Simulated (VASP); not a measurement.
TiCo:

```
Co Ti
1.0
     3.02541    0.00000    0.00000
     0.00000    3.02541    0.00000
     0.00000    0.00000    3.02541
Co Ti
1 1
Direct
  0.50000 0.50000 0.50000
  0.00000 0.00000 0.00000
```

This cell differs from its parent crystal: volume scaled by 1.04.

Base run:

- Program: VASP 6.6.1
- Functional: LDA
- Potentials or basis: VASP PAW LDA potentials, release 64 (Co, Ti_sv)
- Cutoff: 520 eV
- k mesh: 9 × 9 × 9
- Occupations: fermi-dirac, width 0.05 eV
- Spin: collinear spin, ferromagnetic start
- Starting moments: [2.0, 1.0] μB

Its results: pressure -20.4 GPa; net moment 0.47 μB per cell; site moments Co +0.51; Ti -0.02 μB.

Problem. The run is repeated on the same cell with these changes: further incar settings from ALGO = Normal; EDIFF = 1e-06; NBANDS = 22 to ALGO = Fast; EDIFF = 1e-06; NBANDS = 22. What comes out?

Solution. Pressure -19.9 GPa; net moment 0.47 μB per cell; site moments Co +0.51; Ti -0.02 μB.
